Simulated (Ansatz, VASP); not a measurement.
## In4Sb3As: VASP beside Ansatz

```xyz
8
Lattice="6.5262 0.0000 0.0000 0.0000 6.5262 0.0000 0.0000 0.0000 6.5262" Properties=species:S:1:pos:R:3 pbc="T T T"
In    1.5771    4.9490    1.5771
In    1.5771    1.5771    4.9490
In    4.9490    4.9490    4.9490
In    4.9490    1.5771    1.5771
Sb    0.0000    3.2631    3.2631
Sb    3.2631    3.2631    0.0000
Sb    3.2631    0.0000    3.2631
As    0.0000    0.0000    0.0000
```

Alike in both runs: functional PBE; k mesh 6 × 6 × 6; occupations gaussian, width 0.1 eV; no spin polarisation.

Ansatz relaxed the structure, and its values are those at the end. VASP's run is a single point on that final structure, the one shown.

```csv
,VASP,Ansatz
version,VASP 6.6.1,Ansatz 0.2.0
potentials or method,"VASP PAW PBE potentials, release 64 (In_d, Sb, As), cutoff 520 eV","scalar-relativistic, plane waves, PAW"
valence electrons in the cell,72,112
```

```csv
,VASP,Ansatz,Ansatz less VASP
gap on the k mesh at the Fermi level (eV),none,none,-
pressure (GPa),0.0,0.0,+0.01
rms of the force components (eV/Å),0.002,0.004,+0.0022
```

A gap of «none» marks a metal or a gap that the smearing closes. VASP's potentials hold 72 valence electrons a cell and Ansatz's 112, so a difference there can come from the potentials and not from the codes.

Spin-orbit coupling is off throughout.
